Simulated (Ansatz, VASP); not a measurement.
Ni2O: VASP beside Ansatz

```xyz
6
Lattice="0.0000 4.0986 4.0986 4.0986 0.0000 4.0986 4.0986 4.0986 0.0000" Properties=species:S:1:pos:R:3 pbc="T T T"
Ni    1.0246    1.0246    1.0246
Ni    1.0246    3.0739    3.0739
Ni    3.0739    3.0739    1.0246
Ni    3.0739    1.0246    3.0739
O     0.0000    0.0000    0.0000
O     2.0493    2.0493    2.0493
```

Alike in both runs: functional PBE; k mesh 8 × 8 × 8; occupations gaussian, width 0.1 eV; no spin polarisation.

Ansatz relaxed the structure, and its values are those at the end. VASP's run is a single point on that final structure, the one shown.

|  | VASP | Ansatz |
| --- | --- | --- |
| version | VASP 6.6.1 | Ansatz 0.2.0 |
| potentials or method | VASP PAW PBE potentials, release 64 (Ni, O), cutoff 520 eV | scalar-relativistic, plane waves, PAW |
| valence electrons in the cell | 52 | 84 |

|  | VASP | Ansatz | Ansatz less VASP |
| --- | --- | --- | --- |
| gap on the k mesh at the Fermi level (eV) | none | none | - |
| pressure (GPa) | 0.4 | 0.0 | -0.36 |

A gap of «none» marks a metal or a gap that the smearing closes. VASP's potentials hold 52 valence electrons a cell and Ansatz's 84, so a difference there can come from the potentials and not from the codes.
